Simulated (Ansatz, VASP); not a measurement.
# O in VASP and in Ansatz

```xyz
2
Lattice="2.8514 -1.6624 0.0000 2.8514 1.6624 0.0000 -2.3945 0.0000 3.6471" Properties=species:S:1:pos:R:3 pbc="T T T"
O     3.5357    0.0000    3.0797
O    -0.2274    0.0000    0.5674
```

Alike in both runs: functional LDA; k mesh 10 × 10 × 7; occupations fermi-dirac, width 0.05 eV; no spin polarisation.

|  | VASP | Ansatz |
| --- | --- | --- |
| version | VASP 6.6.1 | Ansatz 0.2.0 |
| potentials or method | VASP PAW LDA potentials, release 64 (O) | Ansatz PAW |
| plane-wave cutoff (eV) | 520 | 420 |
| valence electrons in the cell | 12 | 12 |
| task | single point | band structure |

Ansatz gave:

```
gap on the k mesh at the Fermi level (eV)                     : none
pressure (GPa)                                                : -6.6
traceless stress, the component that is largest in VASP (GPa) : 3.46
rms of the force components (eV/Å)                            : 0.874
```

Question: Estimate VASP's values.

Answer: gap on the k mesh at the Fermi level (eV): none; pressure (GPa): -4.1; traceless stress, the component that is largest in VASP (GPa): 1.82; rms of the force components (eV/Å): 0.087.

LDA's correlation is that of Perdew and Zunger in VASP and of Perdew and Wang (1992) in Ansatz. Atom by atom the forces differ by 0.852 eV/Å (rms over components). A gap of «none» marks a metal or a gap that the smearing closes. One of these differences is far larger than is usual between the two programs; its cause wasn't traced.

Noted on VASP's run: the standard files for N, O and F lose accuracy on very short bonds; spin is off for a triplet molecule. Noted on Ansatz's run: Pulay correction over one GPa; spin is off for a triplet molecule.
